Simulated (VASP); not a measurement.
# SnO (P4/nmm) in VASP: notebook

SnO is run at these levels: LDA; tasks: single point, relaxation of cell and atoms.

Everything below comes from runs of VASP 6.6.1. Logs are shortened: lines on timing, memory, paths and dates and some standing lists are left out, and cuts for length are marked.

**1. The cell of the first run**

It takes space group P4/nmm (No. 129, tetragonal). Conventional cell: a = 3.766 Å, b = 3.766 Å, c = 4.654 Å, α = 90.00°, β = 90.00°, γ = 90.00°. Within 2.9 Å of Sn (site symmetry 4mm) lie 4 O at 2.20 Å. O (site symmetry -4m2) has 4 Sn at 2.20 Å and 4 O at 2.66 Å within 2.9 Å.

**2. Single point, LDA**

The input, INCAR:

```
ALGO = Normal
EDIFF = 1E-6
ENCUT = 520
GGA = CA
ISIF = 2
ISMEAR = -1
LASPH = T
LCHARG = T
LELF = T
LREAL = F
LVHAR = T
LWAVE = F
NBANDS = 28
NELM = 80
PREC = Accurate
SIGMA = 0.08
```

The input, KPOINTS:

```
k-points
0
Gamma
  8 8 6
```

The input, POSCAR:

```
SnO
1.0
    3.7661772446      0.0000000000      0.0000000000
    0.0000000000      3.7661772446      0.0000000000
    0.0000000000      0.0000000000      4.6535659215
Sn O
2 2
Direct
    0.5000000000      0.0000000000      0.2460738382
    0.0000000000      0.5000000000      0.7539261618
    0.0000000000      0.0000000000      0.0000000000
    0.5000000000      0.5000000000      0.0000000000
```

Potentials or basis: VASP PAW LDA potentials, release 64 (Sn_d, O).

On the command line:

```console
> cat potpaw_LDA.64/Sn_d/POTCAR potpaw_LDA.64/O/POTCAR > POTCAR
> mpirun -np 1 vasp_std > vasp.out
```

OUTCAR:

```text
EDIFF = 1E-6
   ENCUT = 520
   GGA = CA
   ISIF = 2
   ISMEAR = -1
   LASPH = T
   LREAL = F
   NELM = 80
   PREC = Accurate

 ion  position               nearest neighbor table
   1  0.500  0.000  0.246-   3 2.20   4 2.20   4 2.20   3 2.20   2 3.51   2 3.51   2 3.51   2 3.51
                             2 3.56   2 3.56   2 3.56   2 3.56
   2  0.000  0.500  0.754-   3 2.20   4 2.20   3 2.20   4 2.20   1 3.51   1 3.51   1 3.51   1 3.51
                             1 3.56   1 3.56   1 3.56   1 3.56
   3  0.000  0.000  0.000-   1 2.20   2 2.20   2 2.20   1 2.20
   4  0.500  0.500  0.000-   1 2.20   2 2.20   1 2.20   2 2.20

  LATTYP: Found a simple tetragonal cell.
 ALAT       =     3.7661772446
 C/A-ratio  =     1.2356205296

  Lattice vectors:

 A1 = (   3.7661772446,   0.0000000000,   0.0000000000)
 A2 = (   0.0000000000,   3.7661772446,   0.0000000000)
 A3 = (   0.0000000000,   0.0000000000,   4.6535659215)

Analysis of symmetry for initial positions (statically):
=====================================================================
 Subroutine PRICEL returns:
 Original cell was already a primitive cell.

 Routine SETGRP: Setting up the symmetry group for a
 simple tetragonal supercell.

 Subroutine GETGRP returns: Found 16 space group operations
 (whereof  8 operations were pure point group operations)
 out of a pool of 16 trial point group operations.

The static configuration has the point symmetry D_2d.
 The point group associated with its full space group is D_4h.

Analysis of symmetry for dynamics (positions and initial velocities):
=====================================================================
 Subroutine PRICEL returns:
 Original cell was already a primitive cell.

 Routine SETGRP: Setting up the symmetry group for a
 simple tetragonal supercell.

 Subroutine GETGRP returns: Found 16 space group operations
 (whereof  8 operations were pure point group operations)
 out of a pool of 16 trial point group operations.

The dynamic configuration has the point symmetry D_2d.
 The point group associated with its full space group is D_4h.

 Subroutine INISYM returns: Found 16 space group operations
 (whereof  8 operations are pure point group operations),
 and found     1 'primitive' translations

----------------------------------------------------------------------------------------

                                     Primitive cell

  volume of cell :      66.0066

  direct lattice vectors                    reciprocal lattice vectors
     3.766177245  0.000000000  0.000000000     0.265521226  0.000000000  0.000000000
     0.000000000  3.766177245  0.000000000     0.000000000  0.265521226  0.000000000
     0.000000000  0.000000000  4.653565922     0.000000000  0.000000000  0.214888973

  length of vectors
     3.766177245  3.766177245  4.653565922     0.265521226  0.265521226  0.214888973

  position of ions in fractional coordinates (direct lattice)
     0.500000000  0.000000000  0.246073838
     0.000000000  0.500000000  0.753926162
     0.000000000  0.000000000  0.000000000
     0.500000000  0.500000000  0.000000000

  ion indices of the primitive-cell ions
   primitive index   ion index
                 1           1
                 2           2
                 3           3
                 4           4

----------------------------------------------------------------------------------------

 KPOINTS: k-points

Automatic generation of k-mesh.
 Grid dimensions read from file:
 generate k-points for:    8    8    6

 Generating k-lattice:

  Cartesian coordinates                     Fractional coordinates (reciprocal lattice)
     0.033190153  0.000000000  0.000000000     0.125000000  0.000000000  0.000000000
     0.000000000  0.033190153  0.000000000     0.000000000  0.125000000  0.000000000
     0.000000000  0.000000000  0.035814829     0.000000000  0.000000000  0.166666667

  Length of vectors
     0.033190153  0.033190153  0.035814829

  Shift w.r.t. Gamma in fractional coordinates (k-lattice)
     0.000000000  0.000000000  0.000000000

 Subroutine IBZKPT returns following result:
 ===========================================

 Found     60 irreducible k-points:

 Following reciprocal coordinates:
            Coordinates               Weight
  0.000000  0.000000  0.000000      1.000000
  0.125000  0.000000  0.000000      4.000000
  0.250000  0.000000  0.000000      4.000000
  0.375000  0.000000  0.000000      4.000000
  0.500000  0.000000  0.000000      2.000000
  0.125000  0.125000  0.000000      4.000000
[... 16 lines left out ...]
  0.375000  0.125000  0.166667     16.000000
  0.500000  0.125000  0.166667      8.000000
 [... further k-points ...]
   k-points           NKPTS =     60   k-points in BZ     NKDIM =     60   number of bands    NBANDS=     28
   number of dos      NEDOS =    301   number of ions     NIONS =      4
   total plane-waves  NPLWV =  28224
   dimension x,y,z NGX =    28 NGY =   28 NGZ =   36
   dimension x,y,z NGXF=    56 NGYF=   56 NGZF=   72
   ions per type =               2   2
   NGX,Y,Z   is equivalent  to a cutoff of  12.36, 12.36, 12.86 a.u.
   NGXF,Y,Z  is equivalent  to a cutoff of  24.72, 24.72, 25.72 a.u.
 SYSTEM =  unknown system
   PREC   = accura    normal or accurate (medium, high low for compatibility)
   ISTART =      0    job   : 0-new  1-cont  2-samecut
   ICHARG =      2    charge: 1-file 2-atom 10-const
   ISPIN  =      1    spin polarized calculation?
   LNONCOLLINEAR =      F non collinear calculations
   LSORBIT =      F    spin-orbit coupling
   LASPH  =      T    aspherical Exc in radial PAW
   ENCUT  =  520.0 eV  38.22 Ry    6.18 a.u.   7.00  7.00  8.65*2*pi/ulx,y,z
   NELM   =     80;   NELMIN=  2; NELMDL= -5     # of ELM steps
   EDIFF  = 0.1E-05   stopping-criterion for ELM
   LREAL  =      F    real-space projection
[... 7 lines left out ...]
   TEBEG  =    0.0;   TEEND  =   0.0 temperature during run
   PSTRESS=    0.0 pullay stress
   NELECT =      40.0000    total number of electrons
   NUPDOWN=      -1.0000    fix difference up-down
   EMIN   =  10.00;   EMAX   =-10.00  energy-range for DOS
   EFERMI =   0.00;   METHOD = LEGACY
   ISMEAR =    -1;   SIGMA  =   0.08  broadening in eV -4-tet -1-fermi 0-gaus
   EFERMI_NEDOS =   21; number of points for ismear=-14 and -15
   IALGO  =     38    algorithm
   IMIX   =      4    mixing-type and parameters
     AMIX     =   0.40;   BMIX     =  1.00
     AMIX_MAG =   1.60;   BMIX_MAG =  1.00
  volume/ion in A,a.u.               =      16.50       111.36
  Fermi-wavevector in a.u.,A,eV,Ry     =   1.385370  2.617969 26.112973  1.919249
  Thomas-Fermi vector in A             =   2.509786
   LORBIT       =      0    0 simple, 1 ext, 2 COOP (PROOUT), +10 PAW based schemes
   GGA     = CA    functional components
   LHFCALC =     F    Hartree Fock is set to
   AEXX    =    0.0000 exact exchange contribution
   IVDW    =     0    specifies the selected vdW correction
   LEPSILON=     F    determine dielectric tensor
   LRPA    =     F    only Hartree local field effects (RPA)
 non-spin polarized calculation
  energy-cutoff  :      520.00
  volume of cell :       66.01
 maximum number of plane-waves:      1806
   NGX = 15   NGY = 15   NGZ = 17

 number of electron      40.0000013 magnetization

 Free energy of the ion-electron system (eV)
  ---------------------------------------------------
  ext. energy  EPLUGINS =         0.00000000
  ---------------------------------------------------
  free energy    TOTEN  =       -25.73456490 eV

  energy without entropy =      -25.73060435  energy(sigma->0) =      -25.73258463

 E-fermi :   7.7129     XC(G=0): -10.9959

 val. band max:        7.6225102733   @ k =   0.1250   0.0000   0.0000
 cond. band min:       7.8722669048   @ k =   0.5000   0.5000   0.1667
 fundamental gap:      0.2497566315
 Fermi energy:         7.7128901187

 k-point     1 :       0.0000    0.0000    0.0000
  band No.  band energies     occupation
      1     -14.4116      2.00000
      2     -13.9413      2.00000
      3     -13.9413      2.00000
      4     -13.9225      2.00000
      5     -13.8781      2.00000
      6     -13.8723      2.00000
[... 20 lines left out ...]
     27      14.2817      0.00000
     28      14.6013      0.00000

 k-point     2 :       0.1250    0.0000    0.0000
  band No.  band energies     occupation
      1     -14.4023      2.00000
      2     -13.9377      2.00000
      3     -13.9357      2.00000
      4     -13.9240      2.00000
      5     -13.8731      2.00000
      6     -13.8730      2.00000
[... 20 lines left out ...]
     27      14.4535      0.00000
     28      15.8432      0.00000

 k-point     3 :       0.2500    0.0000    0.0000
  band No.  band energies     occupation
      1     -14.3765      2.00000
      2     -14.0378      2.00000
      3     -13.9263      2.00000
      4     -13.9201      2.00000
      5     -13.8889      2.00000
      6     -13.8747      2.00000
[... 20 lines left out ...]
     27      14.7363      0.00000
     28      17.9371      0.00000

 k-point     4 :       0.3750    0.0000    0.0000
  band No.  band energies     occupation
      1     -14.3349      2.00000
      2     -14.1708      2.00000
      3     -13.9091      2.00000
      4     -13.8990      2.00000
      5     -13.8838      2.00000
      6     -13.8759      2.00000
[... 578 lines left out ...]
     27      15.7968      0.00000
     28      17.1073      0.00000

 k-point    23 :       0.3750    0.1250    0.1667
  band No.  band energies     occupation
      1     -14.3399      2.00000
      2     -14.2014      2.00000
      3     -13.9190      2.00000
      4     -13.8984      2.00000
      5     -13.8871      2.00000
      6     -13.8681      2.00000
[... 20 lines left out ...]
     27      16.0107      0.00000
     28      16.5340      0.00000

 k-point    24 :       0.5000    0.1250    0.1667
  band No.  band energies     occupation
      1     -14.2869      2.00000
      2     -14.2869      2.00000
      3     -13.9056      2.00000
      4     -13.9056      2.00000
      5     -13.8769      2.00000
      6     -13.8769      2.00000
[... 20 lines left out ...]
     27      16.2362      0.00000
     28      16.2362      0.00000

 [... further k-points ...]

------------------------ aborting loop because EDIFF is reached ----------------------------------------

  FORCE on cell =-STRESS in cart. coord.  units (eV):
  Direction    XX          YY          ZZ          XY          YZ          ZX
  --------------------------------------------------------------------------------------
  -------------------------------------------------------------------------------------
  Total        0.1420029      0.1420029      0.1480774      0.0000000     -0.0000000      0.0000000
  in kB        3.4468355      3.4468355      3.5942808      0.0000000     -0.0000000      0.0000000
  external PRESSURE =       3.4959839 kB  Pullay stress =       0.0000000 kB

 VOLUME and BASIS-vectors are now :
 -----------------------------------------------------------------------------
  energy-cutoff  :      520.00
  volume of cell :       66.01
      direct lattice vectors                 reciprocal lattice vectors
     3.766177245  0.000000000  0.000000000     0.265521226  0.000000000  0.000000000
     0.000000000  3.766177245  0.000000000     0.000000000  0.265521226  0.000000000
     0.000000000  0.000000000  4.653565922     0.000000000  0.000000000  0.214888973

 POSITION                                       TOTAL-FORCE (eV/Angst)
 -----------------------------------------------------------------------------------
      1.88309      0.00000      1.14512         0.000000     -0.000000      0.114030
      0.00000      1.88309      3.50845         0.000000     -0.000000     -0.114030
      0.00000      0.00000      0.00000         0.000000     -0.000000      0.000000
      1.88309      1.88309      0.00000         0.000000      0.000000      0.000000
 -----------------------------------------------------------------------------------
    total drift:                                0.000000      0.000000     -0.000000

  FREE ENERGIE OF THE ION-ELECTRON SYSTEM (eV)
  ---------------------------------------------------
  free  energy   TOTEN  =       -25.7345648991 eV

  energy  without entropy=      -25.7306043513  energy(sigma->0) =      -25.73258463
```

Run time: 2.1 min. Hardware: 1 thread of Intel Xeon 8259CL, shared host; peak memory 0.21 GiB.

What came out:

```
Free energy            : -25.7346 eV
Pressure               : 0.3 GPa
Largest force          : 0.114 eV/Å
Band gap on the k mesh : zero (bands 20 and 21 overlap by 0.21 eV)
```

Forces in eV/Å, atoms in the order of the input:
```
Sn   0.000  0.000  0.114
Sn   0.000  0.000 -0.114
O    0.000  0.000  0.000
O    0.000  0.000  0.000
```

Caveat: semilocal functionals underestimate gaps, and a narrow one can read as zero; spin-orbit coupling is left out, which moves the levels of the heavy elements.

**3. Relaxation of cell and atoms, LDA**

This run uses another cell than the first one, of 17.46 Å³/atom.

The input, INCAR:

```
SYSTEM = SnO
  ALGO = Normal
  EDIFF = 1E-6
  EDIFFG = -0.002
  ENCUT = 600
  GGA = CA
  IBRION = 2
  ISIF = 3
  ISMEAR = -1
  LASPH = .True.
  LCHARG = .False.
  LREAL = .False.
  LWAVE = .False.
  NELM = 100
  NSW = 100
  PREC = Accurate
  SIGMA = 0.08
```

The input, KPOINTS:

```
k-points
0
Gamma
  8 8 6
  0 0 0
```

The input, POSCAR:

```
SnO
1.0
    3.7986000000      0.0000000000      0.0000000000
    0.0000000000      3.7986000000      0.0000000000
    0.0000000000      0.0000000000      4.8408000000
Sn O
2 2
Direct
    0.5000000000      0.0000000000      0.2369000000
    0.0000000000      0.5000000000      0.7631000000
    0.0000000000      0.0000000000      0.0000000000
    0.5000000000      0.5000000000      0.0000000000
```

Potentials or basis: VASP PAW LDA potentials, release 64 (Sn_d, O).

On the command line:

```console
> cat potpaw_LDA.64/Sn_d/POTCAR potpaw_LDA.64/O/POTCAR > POTCAR
> mpirun -np 1 vasp_std > vasp.out
```

Wall time 37 min (1 thread of Intel Xeon 8259CL, shared host); peak memory 0.24 GiB.

The run converged. Its results:

```
Free energy                           : -25.7461 eV
Relaxed volume                        : 16.42 Å³/atom
Relaxed cell                          : a = 3.766 Å, b = 3.766 Å, c = 4.631 Å, α = 90.00°, β = 90.00°, γ = 90.00°
Space group after relaxing (to 0.1 Å) : P4/nmm (No. 129)
Energy gained by relaxing             : 7.1 meV/atom
Ionic steps                           : 32
Pressure after relaxing               : 0.0 GPa
Band gap on the k mesh                : zero (bands 20 and 21 overlap by 0.27 eV)
```

Step by step:
| step | energy change (eV) | largest force (eV/Å) | pressure (GPa) | volume (Å³) |
| --- | --- | --- | --- | --- |
| 1 | 0.0000 | 0.0120 | -2.09 | 69.85 |
| 2 | -0.0064 | 0.4834 | 1.26 | 67.57 |
| 3 | -0.0096 | 0.3053 | -0.02 | 68.40 |
| 4 | -0.0163 | 0.1689 | -0.03 | 67.79 |
| 5 | -0.0198 | 0.0445 | -0.06 | 66.85 |
| 6 | -0.0247 | 0.0318 | 0.07 | 66.28 |
| 7 | -0.0276 | 0.0188 | 0.27 | 65.57 |
| 8 | -0.0278 | 0.0150 | 0.34 | 65.35 |
| 9 | -0.0278 | 0.0914 | -0.51 | 65.89 |
| 10 | -0.0282 | 0.0533 | -0.08 | 65.61 |
| 11 | -0.0283 | 0.0265 | 0.07 | 65.67 |
| 12 | -0.0283 | 0.0028 | 0.00 | 65.65 |
| 13 | -0.0283 | 0.0054 | -0.01 | 65.65 |
| 14 | -0.0283 | 0.0022 | 0.07 | 65.64 |
| 15 | -0.0283 | 0.0028 | 0.06 | 65.64 |
| 16 | -0.0283 | 0.0023 | 0.02 | 65.65 |
| 17 | -0.0283 | 0.0001 | 0.02 | 65.65 |
| 18 | -0.0283 | 0.0015 | 0.03 | 65.65 |
| 19 | -0.0283 | 0.0009 | 0.03 | 65.65 |
| 20 | -0.0283 | 0.0021 | 0.03 | 65.66 |
| 21 | -0.0283 | 0.0070 | 0.00 | 65.68 |
| 22 | -0.0283 | 0.0078 | 0.00 | 65.68 |
| 23 | -0.0283 | 0.0055 | 0.03 | 65.67 |
| 24 | -0.0283 | 0.0046 | 0.00 | 65.67 |
| 25 | -0.0283 | 0.0048 | 0.00 | 65.68 |
| 26 | -0.0283 | 0.0053 | 0.02 | 65.68 |
| 27 | -0.0283 | 0.0046 | 0.00 | 65.68 |
| 28 | -0.0284 | 0.0022 | 0.02 | 65.68 |
| 29 | -0.0283 | 0.0083 | 0.04 | 65.68 |
| 30 | -0.0284 | 0.0008 | 0.02 | 65.68 |
| 31 | -0.0284 | 0.0013 | 0.01 | 65.68 |
| 32 | -0.0284 | 0.0018 | -0.01 | 65.69 |

Final structure:
```cif
data_structure
_symmetry_space_group_name_H-M 'P 1'
_symmetry_Int_Tables_number 1
_cell_length_a 3.7662
_cell_length_b 3.7662
_cell_length_c 4.6313
_cell_angle_alpha 90.000
_cell_angle_beta 90.000
_cell_angle_gamma 90.000
_cell_volume 65.69
loop_
_atom_site_label
_atom_site_type_symbol
_atom_site_fract_x
_atom_site_fract_y
_atom_site_fract_z
_atom_site_occupancy
Sn1 Sn 0.50000 0.00000 0.24824 1
Sn2 Sn 0.00000 0.50000 0.75176 1
O1 O 0.00000 0.00000 0.00000 1
O2 O 0.50000 0.50000 0.00000 1
```

Levels at points of the mesh, in eV from the Fermi level:
| k point | band 17 | band 18 | band 19 | band 20 | band 21 | band 22 | band 23 | band 24 |
| --- | --- | --- | --- | --- | --- | --- | --- | --- |
| (0.00, 0.00, 0.00) | -3.73 | -3.40 | -3.40 | -0.09 | 2.24 | 4.37 | 4.37 | 4.66 |
| (0.50, 0.00, 0.00) | -5.16 | -5.16 | -3.03 | -3.03 | 3.30 | 3.30 | 5.74 | 5.74 |
| (0.50, 0.50, 0.00) | -2.71 | -2.71 | -2.04 | -2.04 | -0.35 | -0.35 | 4.35 | 4.35 |
| (0.00, 0.00, 0.50) | -3.42 | -3.42 | -2.83 | -2.39 | 1.47 | 2.49 | 2.49 | 3.45 |
| (0.50, 0.00, 0.50) | -5.11 | -5.11 | -1.90 | -1.90 | 2.71 | 2.71 | 5.13 | 5.13 |
| (0.50, 0.50, 0.50) | -3.06 | -3.06 | -2.71 | -2.71 | 2.13 | 2.13 | 4.31 | 4.31 |

Caveat: semilocal functionals underestimate gaps, and a narrow one can read as zero; spin-orbit coupling is left out, which moves the levels of the heavy elements.

The gap in the log of VASP goes by the Fermi energy; the results here count the filled bands.